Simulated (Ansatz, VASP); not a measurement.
One calculation of AlN, two programs

```
CELL_PARAMETERS angstrom
3.24200 0.00000 0.00000
-1.62100 2.80765 0.00000
0.00000 0.00000 4.14000
ATOMIC_POSITIONS crystal
Al 0.33333 0.66667 0.75000
Al 0.66667 0.33333 0.25000
N 0.33333 0.66667 0.25000
N 0.66667 0.33333 0.75000
```

Alike in both runs: task single point; functional PBEsol; k mesh 9 × 9 × 6; occupations gaussian, width 0.05 eV; no spin polarisation.

```csv
,VASP,Ansatz
version,VASP 6.6.1,Ansatz 0.2.0
potentials or method,"VASP PAW PBE potentials, release 64 (Al, N), cutoff 520 eV","scalar-relativistic, plane waves, PAW"
valence electrons in the cell,16,16
```

Ansatz gave:

| Quantity | Value |
| --- | --- |
| gap on the k mesh at the Fermi level (eV) | 3.55 |
| least direct gap on the mesh (eV) | 3.55 |
| pressure (GPa) | 9.0 |
| traceless stress, the component that is largest in VASP (GPa) | -3.96 |

Question: Estimate VASP's values.

Answer: gap on the k mesh at the Fermi level (eV): 3.57; least direct gap on the mesh (eV): 3.57; pressure (GPa): 9.1; traceless stress, the component that is largest in VASP (GPa): -4.01.

VASP's potentials were made for PBE, not for PBEsol, and Ansatz warns of the same on its side. The functional is the same, so the differences come from potentials, cutoffs and numerics.
